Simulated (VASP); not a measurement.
# TiB4 (P6/mmm) in VASP: notebook, part 2 of 2

VASP 6.6.1. Earlier steps stand in the parts before.

**4. Single point, PBE+D3(BJ), collinear spin**

File INCAR:

```
  ALGO = Normal
  EDIFF = 1E-6
  ENCUT = 520
  GGA = PE
  ISIF = 2
  ISMEAR = 0
  ISPIN = 2
  IVDW = 12
  LASPH = T
  LCHARG = T
  LELF = T
  LMAXMIX = 4
  LORBIT = 11
  LREAL = F
  LVHAR = T
  LWAVE = F
  MAGMOM = 1 0 0 0 0
  NBANDS = 24
  NELM = 150
  PREC = Accurate
  SIGMA = 0.1
```

File KPOINTS:

```
k-points
0
Gamma
  6 6 4
```

File POSCAR:

```
TiB4
1.0
    3.0116766011      0.0000000000      0.0000000000
   -1.5058383006      2.6081884446      0.0000000000
    0.0000000000      0.0000000000      4.9873992613
Ti B
1 4
Direct
    0.0000000000      0.0000000000      0.0000000000
    0.3333333333      0.6666666667      0.6899294738
    0.6666666667      0.3333333333      0.6899294738
    0.3333333333      0.6666666667      0.3100705262
    0.6666666667      0.3333333333      0.3100705262
```

Potentials or basis: VASP PAW PBE potentials, release 64 (Ti_sv, B).

Run with:

```console
cat potpaw_PBE.64/Ti_sv/POTCAR potpaw_PBE.64/B/POTCAR > POTCAR
mpirun -np 1 vasp_std > vasp.out
```

OUTCAR:

```text
EDIFF = 1E-6
   ENCUT = 520
   GGA = PE
   ISIF = 2
   ISMEAR = 0
   ISPIN = 2
   IVDW = 12
   LASPH = T
   LORBIT = 11
   LREAL = F
   NELM = 150
   PREC = Accurate
 IVDW          = 12

 ion  position               nearest neighbor table
   1  0.000  0.000  0.000-   2 2.33   3 2.33   4 2.33   5 2.33   3 2.33   5 2.33   2 2.33   4 2.33
                             3 2.33   5 2.33   2 2.33   4 2.33
   2  0.333  0.667  0.690-   3 1.74   3 1.74   3 1.74   4 1.89   1 2.33   1 2.33   1 2.33
   3  0.667  0.333  0.690-   2 1.74   2 1.74   2 1.74   5 1.89   1 2.33   1 2.33   1 2.33
   4  0.333  0.667  0.310-   5 1.74   5 1.74   5 1.74   2 1.89   1 2.33   1 2.33   1 2.33
   5  0.667  0.333  0.310-   4 1.74   4 1.74   4 1.74   3 1.89   1 2.33   1 2.33   1 2.33

  LATTYP: Found a hexagonal cell.
 ALAT       =     3.0116766011
 C/A-ratio  =     1.6560208555

  Lattice vectors:

 A1 = (   3.0116766011,   0.0000000000,   0.0000000000)
 A2 = (  -1.5058383006,   2.6081884446,   0.0000000000)
 A3 = (   0.0000000000,   0.0000000000,   4.9873992613)

Analysis of symmetry for initial positions (statically):
=====================================================================
 Subroutine PRICEL returns:
 Original cell was already a primitive cell.

 Routine SETGRP: Setting up the symmetry group for a
 hexagonal supercell.

 Subroutine GETGRP returns: Found 24 space group operations
 (whereof 24 operations were pure point group operations)
 out of a pool of 24 trial point group operations.

The static configuration has the point symmetry D_6h.

Analysis of symmetry for dynamics (positions and initial velocities):
=====================================================================
 Subroutine PRICEL returns:
 Original cell was already a primitive cell.

 Routine SETGRP: Setting up the symmetry group for a
 hexagonal supercell.

 Subroutine GETGRP returns: Found 24 space group operations
 (whereof 24 operations were pure point group operations)
 out of a pool of 24 trial point group operations.

The dynamic configuration has the point symmetry D_6h.
[... 170 lines left out ...]
 fundamental gap:      0.0126976999
 Fermi energy:         8.7024072663

 spin component 1

 k-point     1 :       0.0000    0.0000    0.0000
  band No.  band energies     occupation
      1     -47.8723      1.00000
      2     -24.2841      1.00000
      3     -23.9479      1.00000
      4     -23.9479      1.00000
      5      -5.7226      1.00000
      6      -0.5994      1.00000
[... 556 lines left out ...]
     23      21.1896      0.00000
     24      21.6600      0.00000
 Fermi energy:         8.7024072663

 spin component 2

 k-point     1 :       0.0000    0.0000    0.0000
  band No.  band energies     occupation
      1     -47.8723      1.00000
      2     -24.2840      1.00000
      3     -23.9478      1.00000
      4     -23.9478      1.00000
      5      -5.7226      1.00000
      6      -0.5994      1.00000
[... 556 lines left out ...]
     23      21.1897      0.00000
     24      21.6600      0.00000

------------------------ aborting loop because EDIFF is reached ----------------------------------------

 Edisp (eV)   -1.68913

 E8    (eV) :    -0.6579

  FORCE on cell =-STRESS in cart. coord.  units (eV):
  Direction    XX          YY          ZZ          XY          YZ          ZX
  --------------------------------------------------------------------------------------
  -------------------------------------------------------------------------------------
  Total       0.06705     0.06705     0.03288    -0.00000     0.00000     0.00000
  in kB       2.74232     2.74232     1.34489    -0.00000     0.00000     0.00000
  external pressure =        2.28 kB  Pullay stress =        0.00 kB

 VOLUME and BASIS-vectors are now :
 -----------------------------------------------------------------------------
  energy-cutoff  :      520.00
  volume of cell :       39.18
      direct lattice vectors                 reciprocal lattice vectors
     3.011676601  0.000000000  0.000000000     0.332040963  0.191703940  0.000000000
    -1.505838301  2.608188445  0.000000000     0.000000000  0.383407879  0.000000000
     0.000000000  0.000000000  4.987399261     0.000000000  0.000000000  0.200505303

 POSITION                                       TOTAL-FORCE (eV/Angst)
 -----------------------------------------------------------------------------------
      0.00000      0.00000      0.00000         0.000000      0.000000     -0.000000
     -0.00000      1.73879      3.44095         0.000000     -0.000000     -0.005597
      1.50584      0.86940      3.44095         0.000000     -0.000000     -0.005597
     -0.00000      1.73879      1.54645        -0.000000      0.000000      0.005597
      1.50584      0.86940      1.54645        -0.000000      0.000000      0.005597
 -----------------------------------------------------------------------------------
    total drift:                                0.000000      0.000000     -0.000000

  FREE ENERGIE OF THE ION-ELECTRON SYSTEM (eV)
  ---------------------------------------------------
  free  energy   TOTEN  =       -38.4993558429 eV

  energy  without entropy=      -38.4899976340  energy(sigma->0) =      -38.49467674

 total charge

# of ion       s       p       d       tot
------------------------------------------
    1        2.187   6.233   2.092  10.513
    2        0.697   1.306   0.000   2.003
    3        0.697   1.306   0.000   2.003
    4        0.697   1.306   0.000   2.003
    5        0.697   1.306   0.000   2.003
--------------------------------------------------
tot          4.976  11.456   2.092  18.524

 magnetization (x)

# of ion       s       p       d       tot
------------------------------------------
    1        0.000  -0.000   0.000   0.000
    2        0.000   0.000   0.000   0.000
    3        0.000   0.000   0.000   0.000
    4        0.000   0.000   0.000   0.000
    5        0.000   0.000   0.000   0.000
--------------------------------------------------
tot          0.000   0.000   0.000   0.000
```

OSZICAR:

```text
N       E                     dE             d eps       ncg     rms          rms(c)
DAV:   1     0.172438296744E+03    0.17244E+03   -0.11056E+04  2016   0.104E+03
DAV:   2    -0.298011586129E+02   -0.20224E+03   -0.19132E+03  2192   0.316E+02
DAV:   3    -0.418863904585E+02   -0.12085E+02   -0.11874E+02  2736   0.732E+01
DAV:   4    -0.422213522251E+02   -0.33496E+00   -0.33424E+00  2416   0.109E+01
DAV:   5    -0.422287603154E+02   -0.74081E-02   -0.74074E-02  2624   0.155E+00    0.187E+01
DAV:   6    -0.376761210514E+02    0.45526E+01   -0.19764E+01  2280   0.413E+01    0.700E+00
DAV:   7    -0.370086952165E+02    0.66743E+00   -0.85885E+00  2312   0.212E+01    0.582E+00
DAV:   8    -0.368654331501E+02    0.14326E+00   -0.17128E+00  2552   0.920E+00    0.209E+00
DAV:   9    -0.368088073558E+02    0.56626E-01   -0.33197E-01  2376   0.447E+00    0.814E-01
DAV:  10    -0.368110528708E+02   -0.22455E-02   -0.30499E-02  2424   0.136E+00    0.534E-01
DAV:  11    -0.368108553490E+02    0.19752E-03   -0.18849E-03  2288   0.338E-01    0.188E-01
DAV:  12    -0.368102220418E+02    0.63331E-03   -0.36226E-03  2544   0.448E-01    0.518E-02
DAV:  13    -0.368102286025E+02   -0.65607E-05   -0.14583E-04  2304   0.817E-02    0.216E-02
DAV:  14    -0.368102285146E+02    0.87855E-07   -0.67861E-06  2496   0.183E-02
   1 F= -.38499356E+02 E0= -.38494677E+02  d E =-.935821E-02  mag=     0.0000
```

stdout:

```text
POSCAR found type information on POSCAR TiB
 POSCAR found :  2 types and       5 ions
 scaLAPACK will be used
 LDA part: xc-table for (Slater+PW92), standard interpolation
 POSCAR, INCAR and KPOINTS ok, starting setup
 FFT: planning ... GRIDC
 FFT: planning ... GRID_SOFT
 FFT: planning ... GRID
 WAVECAR not read
 entering main loop
```

It took 69 s on 1 thread of Intel Xeon 8259CL, shared host; peak memory 0.2 GiB.

What came out:

```
Free energy                                           : -38.4994 eV
Pressure                                              : 0.2 GPa
Largest force                                         : 0.006 eV/Å
Band gap on the k mesh                                : zero (filled and empty bands overlap)
Net moment                                            : 0.00 μB per cell
Valence electrons inside the program's atomic spheres : Ti 10.51; B 2.00
Dispersion energy per atom                            : -0.338 eV
```

Forces on the atoms (eV/Å):
```
Ti   0.000  0.000  0.000
B    0.000  0.000 -0.006
B    0.000  0.000 -0.006
B    0.000  0.000  0.006
B    0.000  0.000  0.006
```

Caveat: the k points lie up to 0.40 Å⁻¹ apart, too coarse for converged energies and pressures of a metal.

**5. Relaxation of cell and atoms, PBE+D3(BJ)**

This run uses another cell than the first one, of 10.42 Å³/atom.

File INCAR:

```
SYSTEM = TiB4
PREC = Accurate ; ENCUT = 600
EDIFF = 1E-7 ; ISMEAR = 0
SIGMA = 0.1 ; LREAL = .False.
LASPH = .True. ; NELM = 80
ALGO = Normal ; ISIF = 3
LWAVE = .False. ; LCHARG = .False.
GGA = PE ; IVDW = 12
IBRION = 2 ; NSW = 90
EDIFFG = -0.04
```

File KPOINTS:

```
Automatic mesh
0
Gamma
  6 6 4
  0 0 0
```

File POSCAR:

```
TiB4
1.0
    3.1000000000      0.0000000000      0.0000000000
   -1.5500000000      2.6846787500      0.0000000000
    0.0000000000      0.0000000000      6.2600000000
Ti B
1 4
Direct
    0.0000000000      0.0000000000      0.0000000000
    0.3333333300      0.6666666700      0.7444089500
    0.6666666700      0.3333333300      0.7444089500
    0.3333333300      0.6666666700      0.2555910500
    0.6666666700      0.3333333300      0.2555910500
```

Run with:

```console
cat potpaw_PBE.64/Ti_sv/POTCAR potpaw_PBE.64/B/POTCAR > POTCAR
mpirun -np 1 vasp_std > vasp.out
```

Wall time 10 min (1 thread of Intel Xeon 8259CL, shared host); peak memory 0.22 GiB.

Results (log left out):

```
Free energy                           : -38.5086 eV
Relaxed volume                        : 7.83 Å³/atom
Relaxed cell                          : a = 3.012 Å, b = 3.012 Å, c = 4.985 Å, α = 90.00°, β = 90.00°, γ = 120.00°
Space group after relaxing (to 0.1 Å) : P6/mmm (No. 191)
Energy gained by relaxing             : 414.9 meV/atom
Ionic steps                           : 16
Pressure after relaxing               : 0.2 GPa
Band gap on the k mesh                : zero (bands 12 and 13 overlap by 1.03 eV)
Dispersion energy per atom            : -0.338 eV
```

Forces on the atoms (eV/Å):
```
Ti   0.000  0.000  0.000
B    0.000  0.000  0.002
B    0.000  0.000  0.002
B    0.000  0.000 -0.002
B    0.000  0.000 -0.002
```

Stress tensor (GPa, compression positive):
```
0.10 0.00 0.00
0.00 0.10 0.00
0.00 0.00 0.32
```

Step by step:
```
step  energy change (eV)  largest force (eV/Å)  pressure (GPa)  volume (Å³)
   1              0.0000                0.1647          -19.46        52.10
   2             -0.3200                1.0803           15.51        43.12
   3             -0.4325                0.6040            1.23        45.86
   4             -0.7129                1.0538            1.10        44.25
   5             -1.0246                2.3283           10.74        39.00
   6             -1.0865                2.1571            5.89        40.53
   7             -1.2161                2.0726            4.40        40.24
   8             -1.4242                1.4784            2.55        39.35
   9             -1.5959                1.2769            1.23        39.41
  10             -1.9565                0.5932           -1.91        39.58
  11             -1.8728                1.3507           -3.39        39.83
  12             -2.0608                0.1546           -3.54        39.70
  13             -2.0729                0.0529           -0.83        39.30
  14             -2.0741                0.0116            0.32        39.14
  15             -2.0741                0.0088            0.40        39.13
  16             -2.0743                0.0024            0.17        39.17
```

Final structure:
```yaml
crystal:
  lattice:
    - [3.01207, 0.00000, 0.00000]
    - [-1.50604, 2.60853, 0.00000]
    - [0.00000, 0.00000, 4.98549]
  atoms:
    - { symbol: Ti, position: [0.00000, 0.00000, 0.00000] }
    - { symbol: B, position: [0.33333, 0.66667, 0.68985] }
    - { symbol: B, position: [0.66667, 0.33333, 0.68985] }
    - { symbol: B, position: [0.33333, 0.66667, 0.31015] }
    - { symbol: B, position: [0.66667, 0.33333, 0.31015] }
```

Levels at points of the mesh, in eV from the Fermi level:
```tsv
k point	band 9	band 10	band 11	band 12	band 13	band 14	band 15	band 16
(0.00, 0.00, 0.00)	-2.45	0.35	1.03	1.03	1.18	1.18	2.33	2.33
(0.50, 0.00, 0.00)	-3.85	-3.67	-3.51	-2.80	0.47	3.10	3.59	4.12
(0.00, 0.00, 0.50)	-1.37	-1.37	-1.24	-1.24	0.75	0.75	4.03	4.03
(0.50, 0.00, 0.50)	-4.56	-3.63	-1.66	-1.39	0.95	3.08	3.10	3.60
```

Caveat: the k points lie up to 0.40 Å⁻¹ apart in the final cell, too coarse for converged energies and pressures of a metal; the volume moved by over 15 % at a fixed basis, so the end points are rough.

**6. Single point, PBE+D3(BJ)**

File INCAR:

```
SYSTEM = TiB4
PREC     = Accurate       ! precision mode
ENCUT    = 520            ! plane-wave cutoff, eV
EDIFF    = 1E-7           ! SCF threshold, eV
ISMEAR   = 0              ! smearing method
SIGMA    = 0.1            ! smearing width, eV
LREAL    = .FALSE.        ! projectors in reciprocal space
LASPH    = .TRUE.         ! aspherical terms in the spheres
NELM     = 60             ! most SCF steps
ALGO     = Normal         ! electronic algorithm
ISIF     = 2              ! what is computed and relaxed
LWAVE    = .FALSE.        ! write WAVECAR
LCHARG   = .FALSE.        ! write CHGCAR
GGA      = PE             ! functional
IVDW     = 12             ! dispersion correction
NBANDS   = 20             ! bands
```

File KPOINTS:

```
regular mesh
0
G
  12 12 8
  0 0 0
```

File POSCAR:

```
TiB4
1.0
    3.0111626112      0.0000000000      0.0000000000
   -1.5055813056      2.6077433162      0.0000000000
    0.0000000000      0.0000000000      4.9906471283
Ti B
1 4
Direct
    0.0000000000      0.0000000000      0.0000000000
    0.3333333333      0.6666666667      0.6919119531
    0.6666666667      0.3333333333      0.6919119531
    0.3333333333      0.6666666667      0.3080880469
    0.6666666667      0.3333333333      0.3080880469
```

Potentials or basis: VASP PAW PBE potentials, release 64 (Ti_sv, B).

Run with:

```console
cat potpaw_PBE.64/Ti_sv/POTCAR potpaw_PBE.64/B/POTCAR > POTCAR
mpirun -np 1 vasp_std > vasp.out
```

Wall time 1.7 min (1 thread of Intel Xeon 8259CL, shared host); peak memory 0.22 GiB.

The run converged. Its results:

```
Free energy                : -38.5558 eV
Pressure                   : 0.1 GPa
Largest force              : 0.005 eV/Å
Band gap on the k mesh     : zero (bands 12 and 13 overlap by 1.06 eV)
Dispersion energy per atom : -0.338 eV
```

Forces on the atoms (eV/Å):
```
Ti   0.000  0.000  0.000
B    0.000  0.000 -0.005
B    0.000  0.000 -0.005
B    0.000  0.000  0.005
B    0.000  0.000  0.005
```

Levels at points of the mesh, in eV from the Fermi level:
```csv
k point,band 10,band 11,band 12,band 13,band 14,band 15
"(0.00, 0.00, 0.00)",0.24,0.88,0.88,0.98,0.98,2.25
"(0.50, 0.00, 0.00)",-3.81,-3.66,-3.00,0.38,2.97,3.41
"(0.00, 0.00, 0.50)",-1.56,-1.33,-1.33,0.61,0.61,3.90
"(0.50, 0.00, 0.50)",-3.75,-1.83,-1.59,0.87,2.97,3.00
```

**7. Overview**

| task | spin | cell | k mesh | cutoff (eV) | gap on the mesh (eV) | pressure (GPa) | largest force (eV/Å) |
| --- | --- | --- | --- | --- | --- | --- | --- |
| single point | off | a = 3.012, b = 3.012, c = 4.987 Å, angles 90.0, 90.0, 120.0°, 5 atoms, atomic positions A | 6 × 6 × 4 | 520 | none | 0.2 | 0.01 |
| single point | off | a = 3.100, b = 3.100, c = 6.260 Å, angles 90.0, 90.0, 120.0°, 5 atoms, atomic positions B | 6 × 6 × 4 | 520 | none | -19.4 | 0.16 |
| single point | collinear | a = 3.012, b = 3.012, c = 4.987 Å, angles 90.0, 90.0, 120.0°, 5 atoms, atomic positions A | 6 × 6 × 4 | 520 | none | 0.2 | 0.01 |
| relaxation of cell and atoms | off | relaxed from a = 3.100, b = 3.100, c = 6.260 Å, angles 90.0, 90.0, 120.0°, 5 atoms, atomic positions B | 6 × 6 × 4 | 600 | none | 0.2 | - |
| single point | off | a = 3.011, b = 3.011, c = 4.991 Å, angles 90.0, 90.0, 120.0°, 5 atoms, atomic positions C | 12 × 12 × 8 | 520 | none | 0.1 | 0.01 |

Alike in all rows: level PBE+D3(BJ); potentials or basis VASP PAW PBE potentials, release 64 (Ti_sv, B); smearing gaussian 0.1 eV.

Caveats: some runs use coarse meshes; the volume moved by over 15 % at a fixed basis, so the end points are rough (at least some runs).

Total energies depend on the potentials used, so only differences within one code and one set of settings carry meaning.

The gap in the log of VASP goes by the Fermi energy; the results here count the filled bands.